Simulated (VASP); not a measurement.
# BAs (F-43m) in VASP: settings compared

Aim: see how the results for BAs move with the level of theory and the settings. Levels: PBEsol, PBE+D3(BJ), PBE. Tasks: single point, relaxation of cell and atoms.

Program: VASP 6.6.1. These are calculated values, not measurements. Logs are shortened: lines on timing, memory, paths and dates and some standing lists are left out, and cuts for length are marked.

## (1) The cell of the first run

It takes space group F-43m (No. 216, cubic). The conventional cell has a = 4.768 Å, b = 4.768 Å, c = 4.768 Å, α = 90.00°, β = 90.00°, γ = 90.00°. B (site symmetry -43m) has 4 As at 2.06 Å within 2.7 Å. As (site symmetry -43m) has 4 B at 2.06 Å within 2.7 Å.

## (2) Single point, PBEsol

Contents of INCAR:

```
ALGO = Normal ; EDIFF = 1E-7
ENCUT = 520 ; GGA = PS
ISIF = 2 ; ISMEAR = 0
LASPH = True ; LCHARG = False
LREAL = False ; LWAVE = False
NBANDS = 11 ; NELM = 80
PREC = Accurate ; SIGMA = 0.01
```

Contents of KPOINTS:

```
k-points
0
Gamma
  7 7 7
```

Contents of POSCAR:

```
BAs
1.0
    0.0000000000      2.3839824660      2.3839824660
    2.3839824660      0.0000000000      2.3839824660
    2.3839824660      2.3839824660      0.0000000000
B As
1 1
Direct
    0.0000000000      0.0000000000      0.0000000000
    0.2500000000      0.2500000000      0.2500000000
```

Potentials or basis: VASP PAW PBE potentials, release 64 (B, As).

Started as:

```
cat potpaw_PBE.64/B/POTCAR potpaw_PBE.64/As/POTCAR > POTCAR
mpirun -np 1 vasp_std > vasp.out
```

OUTCAR:

```text
EDIFF = 1E-7
   ENCUT = 520
   GGA = PS
   ISIF = 2
   ISMEAR = 0
   LASPH = True
   LREAL = False
   NELM = 80
   PREC = Accurate

 ion  position               nearest neighbor table
   1  0.000  0.000  0.000-   2 2.06   2 2.06   2 2.06   2 2.06
   2  0.250  0.250  0.250-   1 2.06   1 2.06   1 2.06   1 2.06

  LATTYP: Found a face centered cubic cell.
 ALAT       =     4.7679649320

  Lattice vectors:

 A1 = (   0.0000000000,   2.3839824660,   2.3839824660)
 A2 = (   2.3839824660,   0.0000000000,   2.3839824660)
 A3 = (   2.3839824660,   2.3839824660,   0.0000000000)

Analysis of symmetry for initial positions (statically):
=====================================================================
 Subroutine PRICEL returns:
 Original cell was already a primitive cell.

 Routine SETGRP: Setting up the symmetry group for a
 face centered cubic supercell.

 Subroutine GETGRP returns: Found 24 space group operations
 (whereof 24 operations were pure point group operations)
 out of a pool of 48 trial point group operations.

The static configuration has the point symmetry T_d .

Analysis of symmetry for dynamics (positions and initial velocities):
=====================================================================
 Subroutine PRICEL returns:
 Original cell was already a primitive cell.

 Routine SETGRP: Setting up the symmetry group for a
 face centered cubic supercell.

 Subroutine GETGRP returns: Found 24 space group operations
 (whereof 24 operations were pure point group operations)
 out of a pool of 48 trial point group operations.

The dynamic configuration has the point symmetry T_d .

 Subroutine INISYM returns: Found 24 space group operations
 (whereof 24 operations are pure point group operations),
 and found     1 'primitive' translations

----------------------------------------------------------------------------------------

                                     Primitive cell

  volume of cell :      27.0981

  direct lattice vectors                    reciprocal lattice vectors
     0.000000000  2.383982466  2.383982466    -0.209733086  0.209733086  0.209733086
     2.383982466  0.000000000  2.383982466     0.209733086 -0.209733086  0.209733086
     2.383982466  2.383982466  0.000000000     0.209733086  0.209733086 -0.209733086

  length of vectors
     3.371460336  3.371460336  3.371460336     0.363268361  0.363268361  0.363268361

  position of ions in fractional coordinates (direct lattice)
     0.000000000  0.000000000  0.000000000
     0.250000000  0.250000000  0.250000000

  ion indices of the primitive-cell ions
   primitive index   ion index
                 1           1
                 2           2

----------------------------------------------------------------------------------------

 KPOINTS: k-points

Automatic generation of k-mesh.
 Grid dimensions read from file:
 generate k-points for:    7    7    7

 Generating k-lattice:

  Cartesian coordinates                     Fractional coordinates (reciprocal lattice)
    -0.029961869  0.029961869  0.029961869     0.142857143  0.000000000  0.000000000
     0.029961869 -0.029961869  0.029961869     0.000000000  0.142857143  0.000000000
     0.029961869  0.029961869 -0.029961869     0.000000000  0.000000000  0.142857143

  Length of vectors
     0.051895480  0.051895480  0.051895480

  Shift w.r.t. Gamma in fractional coordinates (k-lattice)
     0.000000000  0.000000000  0.000000000

 Subroutine IBZKPT returns following result:
 ===========================================

 Found     20 irreducible k-points:

 Following reciprocal coordinates:
            Coordinates               Weight
  0.000000  0.000000  0.000000      1.000000
  0.142857  0.000000  0.000000      8.000000
  0.285714  0.000000  0.000000      8.000000
  0.428571  0.000000  0.000000      8.000000
  0.142857  0.142857  0.000000      6.000000
  0.285714  0.142857  0.000000     24.000000
[... 12 lines left out ...]
 -0.428571  0.428571  0.142857     24.000000
 -0.285714  0.428571  0.142857     24.000000
[... 48 lines left out ...]
      7       9.3551      0.00000
      8      10.8632      0.00000
      9      15.4826      0.00000
     10      19.0617      0.00000
     11      19.0617      0.00000

 k-point     2 :       0.1429    0.0000    0.0000
  band No.  band energies     occupation
      1      -9.0444      2.00000
      2       3.6996      2.00000
      3       5.5594      2.00000
      4       5.5594      2.00000
      5       9.4527      0.00000
      6      10.0742      0.00000
      7      10.0742      0.00000
      8      12.4010      0.00000
      9      16.6761      0.00000
     10      17.5005      0.00000
     11      17.5005      0.00000

 k-point     3 :       0.2857    0.0000    0.0000
  band No.  band energies     occupation
      1      -8.0772      2.00000
      2       0.3141      2.00000
      3       4.7722      2.00000
      4       4.7722      2.00000
      5       9.0708      0.00000
      6      10.8452      0.00000
      7      10.8452      0.00000
      8      14.3848      0.00000
      9      17.2578      0.00000
     10      17.5187      0.00000
     11      17.5187      0.00000

 k-point     4 :       0.4286    0.0000    0.0000
  band No.  band energies     occupation
      1      -6.7828      2.00000
      2      -2.2917      2.00000
      3       4.3267      2.00000
      4       4.3267      2.00000
      5       8.8272      0.00000
      6      10.8659      0.00000
      7      10.8659      0.00000
      8      14.8415      0.00000
      9      18.3293      0.00000
     10      19.7421      0.00000
     11      19.7421      0.00000
[... 183 lines left out ...]
 k-point    18 :      -0.4286    0.2857    0.1429
  band No.  band energies     occupation
      1      -6.0194      2.00000
      2      -1.7251      2.00000
      3       1.1140      2.00000
      4       2.7765      2.00000
      5      10.1060      0.00000
      6      11.1207      0.00000
      7      13.0766      0.00000
      8      14.9532      0.00000
      9      16.8218      0.00000
     10      19.8667      0.00000
     11      21.9201      0.00000

 k-point    19 :      -0.4286    0.4286    0.1429
  band No.  band energies     occupation
      1      -5.5091      2.00000
      2      -1.7228      2.00000
      3       1.0553      2.00000
      4       1.5851      2.00000
      5       9.1786      0.00000
      6       9.7732      0.00000
      7      14.1807      0.00000
      8      16.4254      0.00000
      9      18.0003      0.00000
     10      21.2755      0.00000
     11      22.6047      0.00000

 k-point    20 :      -0.2857    0.4286    0.1429
  band No.  band energies     occupation
      1      -5.1687      2.00000
      2      -1.9234      2.00000
      3       0.1306      2.00000
      4       1.7326      2.00000
      5       9.8719      0.00000
      6      12.3893      0.00000
      7      13.3587      0.00000
      8      14.1267      0.00000
      9      17.5248      0.00000
     10      20.3811      0.00000
     11      22.5593      0.00000

------------------------ aborting loop because EDIFF is reached ----------------------------------------

  FORCE on cell =-STRESS in cart. coord.  units (eV):
  Direction    XX          YY          ZZ          XY          YZ          ZX
  --------------------------------------------------------------------------------------
  -------------------------------------------------------------------------------------
  Total        0.1483641      0.1483641      0.1483641      0.0000000      0.0000000      0.0000000
  in kB        8.7720336      8.7720336      8.7720336      0.0000000      0.0000000      0.0000000
  external PRESSURE =       8.7720336 kB  Pullay stress =       0.0000000 kB

 VOLUME and BASIS-vectors are now :
 -----------------------------------------------------------------------------
  energy-cutoff  :      520.00
  volume of cell :       27.10
      direct lattice vectors                 reciprocal lattice vectors
     0.000000000  2.383982466  2.383982466    -0.209733086  0.209733086  0.209733086
     2.383982466  0.000000000  2.383982466     0.209733086 -0.209733086  0.209733086
     2.383982466  2.383982466  0.000000000     0.209733086  0.209733086 -0.209733086

 POSITION                                       TOTAL-FORCE (eV/Angst)
 -----------------------------------------------------------------------------------
      0.00000      0.00000      0.00000         0.000000     -0.000000      0.000000
      1.19199      1.19199      1.19199        -0.000000      0.000000     -0.000000
 -----------------------------------------------------------------------------------
    total drift:                               -0.000000     -0.000000     -0.000000

  FREE ENERGIE OF THE ION-ELECTRON SYSTEM (eV)
  ---------------------------------------------------
  free  energy   TOTEN  =       -12.1965587158 eV

  energy  without entropy=      -12.1965587158  energy(sigma->0) =      -12.19655872
```

Run time: 11 s. Hardware: 1 thread of AMD EPYC 9R45 (Zen 5), shared host; peak memory 0.12 GiB.

What came out:

* Free energy: -12.1966 eV
* Pressure: 0.9 GPa
* Band gap on the k mesh: 1.09 eV, indirect (least direct gap 3.25 eV)

Caveat: the PAW data sets were made with another functional, which shifts forces and pressure a little. Expect the measured gap to be larger: semilocal functionals such as PBEsol lack the derivative discontinuity.

## (3) Single point, PBE+D3(BJ)

This run uses another cell than the first one, of 13.52 Å³/atom, 0.998 times its volume.

Contents of INCAR:

```
PREC = Accurate
ENCUT = 520
EDIFF = 1E-6
ISMEAR = 0
SIGMA = 0.01
LREAL = False
LASPH = True
NELM = 60
ALGO = Normal
ISIF = 2
LWAVE = False
LCHARG = True
GGA = PE
IVDW = 12
LELF = True
LVHAR = True
NBANDS = 11
```

Contents of KPOINTS:

```
regular mesh
0
Gamma
  7 7 7
```

Contents of POSCAR:

```
BAs
1.0
    0.0000000000      2.3821355704      2.3821355704
    2.3821355704      0.0000000000      2.3821355704
    2.3821355704      2.3821355704      0.0000000000
B As
1 1
Direct
    0.0000000000      0.0000000000      0.0000000000
    0.2500000000      0.2500000000      0.2500000000
```

Potentials or basis: VASP PAW PBE potentials, release 64 (B, As).

Started as:

```
cat potpaw_PBE.64/B/POTCAR potpaw_PBE.64/As/POTCAR > POTCAR
mpirun -np 1 vasp_std > vasp.out
```

It took 9.8 s on 1 thread of AMD EPYC 9R45 (Zen 5), shared host; peak memory 0.13 GiB.

It converged, with:

| Item | Value |
| --- | --- |
| Free energy | -12.0595 eV |
| Pressure | 0.7 GPa |
| Band gap on the k mesh | 1.19 eV, indirect (least direct gap 3.29 eV) |
| Dispersion energy per atom | -0.333 eV |

Levels at points of the mesh, in eV from the valence-band top:
```csv
k point,band 1,band 2,band 3,band 4,band 5,band 6,band 7,band 8
"(0.00, 0.00, 0.00)",-15.48,0.00,0.00,0.00,3.29,3.29,3.29,4.79
```

## (4) Single point, PBE

This run uses another cell than the first one, of 13.90 Å³/atom, 1.026 times its volume.

Contents of INCAR:

```
SYSTEM = BAs
PREC = Accurate
ENCUT = 520
EDIFF = 1E-6
ISMEAR = 0
SIGMA = 0.01
LREAL = .False.
LASPH = .True.
NELM = 100
ALGO = Normal
ISIF = 2
LWAVE = .False.
LCHARG = .False.
GGA = PE
NBANDS = 11
```

Contents of KPOINTS:

```
regular mesh
0
Gamma
  7 7 7
  0 0 0
```

Contents of POSCAR:

```
BAs
1.0
    0.0000000000      2.4044335175      2.4044335175
    2.4044335175      0.0000000000      2.4044335175
    2.4044335175      2.4044335175      0.0000000000
B As
1 1
Direct
    0.0000000000      0.0000000000      0.0000000000
    0.2500000000      0.2500000000      0.2500000000
```

Started as:

```
cat potpaw_PBE.64/B/POTCAR potpaw_PBE.64/As/POTCAR > POTCAR
mpirun -np 1 vasp_std > vasp.out
```

Wall time 10 s (1 thread of AMD EPYC 9R45 (Zen 5), shared host); peak memory 0.12 GiB.

The run converged. Its results:

- Free energy: -11.4069 eV
- Pressure: 0.6 GPa
- Band gap on the k mesh: 1.22 eV, indirect (least direct gap 3.25 eV)

Levels at points of the mesh, in eV from the valence-band top:
```csv
k point,band 1,band 2,band 3,band 4,band 5,band 6,band 7,band 8,band 9
"(0.00, 0.00, 0.00)",-15.22,0.00,0.00,0.00,3.25,3.25,3.25,4.43,9.49
```

## (5) Relaxation of cell and atoms, PBEsol

This run uses another cell than the first one, of 13.63 Å³/atom, 1.006 times its volume.

Contents of INCAR:

```
SYSTEM = BAs
PREC = Accurate ; ENCUT = 600
EDIFF = 1E-7 ; ISMEAR = 0
SIGMA = 0.01 ; LREAL = .False.
LASPH = .True. ; NELM = 60
ALGO = Normal ; ISIF = 3
LWAVE = .False. ; LCHARG = .False.
GGA = PS ; IBRION = 2
NSW = 100 ; EDIFFG = -0.01
```

KPOINTS is that of step 4.

Contents of POSCAR:

```
BAs
1.0
    0.0000000000      2.3885000000      2.3885000000
    2.3885000000      0.0000000000      2.3885000000
    2.3885000000      2.3885000000      0.0000000000
B As
1 1
Direct
    0.0000000000      0.0000000000      0.0000000000
    0.2500000000      0.2500000000      0.2500000000
```

Started as:

```
cat potpaw_PBE.64/B/POTCAR potpaw_PBE.64/As/POTCAR > POTCAR
mpirun -np 1 vasp_std > vasp.out
```

Wall time 7.7 s (1 thread of AMD EPYC 9R45 (Zen 5), shared host); peak memory 0.12 GiB.

Results (log left out):

```yaml
Free_energy: -12.1979 eV
Pressure_after_relaxing: 0.1 GPa
Band_gap_on_the_k_mesh: 1.09 eV, indirect (least direct gap 3.24 eV)
```

Final structure:
```
B As
1.0
     0.00000    2.38850    2.38850
     2.38850    0.00000    2.38850
     2.38850    2.38850    0.00000
B As
1 1
Direct
  0.00000 0.00000 0.00000
  0.25000 0.25000 0.25000
```

Levels at points of the mesh, in eV from the valence-band top:
| k point | band 1 | band 2 | band 3 | band 4 | band 5 | band 6 | band 7 | band 8 |
| --- | --- | --- | --- | --- | --- | --- | --- | --- |
| (0.00, 0.00, 0.00) | -15.44 | 0.00 | 0.00 | 0.00 | 3.24 | 3.24 | 3.24 | 4.68 |

Caveat: the relaxation stopped at its first step, so nothing moved; the PAW data sets were made with another functional, which shifts forces and pressure a little. A hybrid or GW would open this gap; PBEsol tends to underestimate it.

## (6) Relaxation of cell and atoms, PBE+D3(BJ)

This run uses another cell than the first one, of 13.63 Å³/atom, 1.006 times its volume.

Contents of INCAR:

```
SYSTEM = BAs
PREC = Accurate
ENCUT = 600
EDIFF = 1E-6
ISMEAR = 0
SIGMA = 0.01
LREAL = .FALSE.
LASPH = .TRUE.
NELM = 80
ALGO = Normal
ISIF = 3
LWAVE = .FALSE.
LCHARG = .FALSE.
GGA = PE
IVDW = 12
IBRION = 2
NSW = 100
EDIFFG = -0.01
```

Contents of KPOINTS:

```
Automatic mesh
0
G
  7 7 7
  0 0 0
```

POSCAR is that of step 5.

Potentials or basis: VASP PAW PBE potentials, release 64 (B, As).

Started as:

```
cat potpaw_PBE.64/B/POTCAR potpaw_PBE.64/As/POTCAR > POTCAR
mpirun -np 1 vasp_std > vasp.out
```

Wall time 12 s (1 thread of AMD EPYC 9R45 (Zen 5), shared host); peak memory 0.13 GiB.

The run converged. Its results:

```
Free energy                            : -12.0608 eV
Relaxed volume                         : 13.58 Å³/atom
Relaxed cell                           : a = 3.374 Å, b = 3.374 Å, c = 3.374 Å, α = 60.00°, β = 60.00°, γ = 60.00°
Space group after relaxing (to 0.05 Å) : F-43m (No. 216)
Energy gained by relaxing              : 0.1 meV/atom
Ionic steps                            : 3
Pressure after relaxing                : 0.0 GPa
Band gap on the k mesh                 : 1.19 eV, indirect (least direct gap 3.28 eV)
Dispersion energy per atom             : -0.331 eV
```

The path:
| step | energy change (eV) | largest force (eV/Å) | pressure (GPa) | volume (Å³) |
| --- | --- | --- | --- | --- |
| 1 | 0.0000 | 0.0000 | -0.45 | 27.25 |
| 2 | -0.0001 | 0.0000 | 0.33 | 27.10 |
| 3 | -0.0001 | 0.0000 | 0.01 | 27.16 |

Final structure:
```
CELL_PARAMETERS angstrom
0.00000 2.38590 2.38590
2.38590 0.00000 2.38590
2.38590 2.38590 0.00000
ATOMIC_POSITIONS crystal
B 0.00000 0.00000 0.00000
As 0.25000 0.25000 0.25000
```

Levels at points of the mesh, in eV from the valence-band top:
```csv
k point,band 1,band 2,band 3,band 4,band 5,band 6,band 7,band 8
"(0.00, 0.00, 0.00)",-15.43,0.00,0.00,0.00,3.28,3.28,3.28,4.73
```

A k mesh can miss the band edges.

## (7) Relaxation of cell and atoms, PBE

This run uses another cell than the first one, of 13.63 Å³/atom, 1.006 times its volume.

Contents of INCAR:

```
PREC = Accurate
ENCUT = 600
EDIFF = 1E-6
ISMEAR = 0
SIGMA = 0.01
LREAL = False
LASPH = True
NELM = 60
ALGO = Normal
ISIF = 3
LWAVE = False
LCHARG = False
GGA = PE
IBRION = 2
NSW = 100
EDIFFG = -0.01
```

Contents of KPOINTS:

```
regular mesh
0
Gamma
  7 7 7
```

POSCAR is that of step 6.

Started as:

```
cat potpaw_PBE.64/B/POTCAR potpaw_PBE.64/As/POTCAR > POTCAR
mpirun -np 1 vasp_std > vasp.out
```

It took 14 s on 1 thread of AMD EPYC 9R45 (Zen 5), shared host; peak memory 0.12 GiB.

The run converged. Its results:

| Item | Value |
| --- | --- |
| Free energy | -11.4079 eV |
| Relaxed volume | 13.97 Å³/atom |
| Relaxed cell | a = 3.406 Å, b = 3.406 Å, c = 3.406 Å, α = 60.00°, β = 60.00°, γ = 60.00° |
| Space group after relaxing (to 0.05 Å) | F-43m (No. 216) |
| Energy gained by relaxing | 3.6 meV/atom |
| Ionic steps | 3 |
| Pressure after relaxing | 0.0 GPa |
| Band gap on the k mesh | 1.22 eV, indirect (least direct gap 3.25 eV) |

Step by step:
```tsv
step	energy change (eV)	largest force (eV/Å)	pressure (GPa)	volume (Å³)
1	0.0000	0.0000	3.43	27.25
2	-0.0037	0.0000	-2.20	28.42
3	-0.0071	0.0000	0.01	27.93
```

Final structure:
```
CELL_PARAMETERS angstrom
0.00000 2.40819 2.40819
2.40819 0.00000 2.40819
2.40819 2.40819 0.00000
ATOMIC_POSITIONS crystal
B 0.00000 0.00000 0.00000
As 0.25000 0.25000 0.25000
```

Levels at points of the mesh, in eV from the valence-band top:
```
           k point  band 1  band 2  band 3  band 4  band 5  band 6  band 7  band 8
(0.00, 0.00, 0.00)  -15.18    0.00    0.00    0.00    3.25    3.25    3.25    4.38
```

A k mesh can miss the band edges. PBE usually gives volumes a little too large and moduli too small.

## (8) The runs side by side

| task | level | cell | cutoff (eV) | gap on the mesh (eV) | pressure (GPa) | relaxed volume (Å³/atom) |
| --- | --- | --- | --- | --- | --- | --- |
| single point | PBEsol | a = 3.371 Å, angles 60.0°, 2 atoms | 520 | 1.09 | 0.9 | - |
| single point | PBE+D3(BJ) | a = 3.369 Å, angles 60.0°, 2 atoms | 520 | 1.19 | 0.7 | - |
| single point | PBE | a = 3.400 Å, angles 60.0°, 2 atoms | 520 | 1.22 | 0.6 | - |
| relaxation of cell and atoms | PBEsol | relaxed from a = 3.378 Å, angles 60.0°, 2 atoms | 600 | 1.09 | 0.1 | - |
| relaxation of cell and atoms | PBE+D3(BJ) | relaxed from a = 3.378 Å, angles 60.0°, 2 atoms | 600 | 1.19 | 0.0 | 13.58 |
| relaxation of cell and atoms | PBE | relaxed from a = 3.378 Å, angles 60.0°, 2 atoms | 600 | 1.22 | 0.0 | 13.97 |

Alike in all rows: potentials or basis VASP PAW PBE potentials, release 64 (B, As); no spin polarisation; k mesh 7 × 7 × 7; smearing gaussian 0.01 eV.

Caveats: the PAW data sets were made with another functional, which shifts forces and pressure a little (some runs); the relaxation stopped at its first step, so nothing moved (some runs).

Total energies depend on the potentials used, so only differences within one code and one set of settings carry meaning.
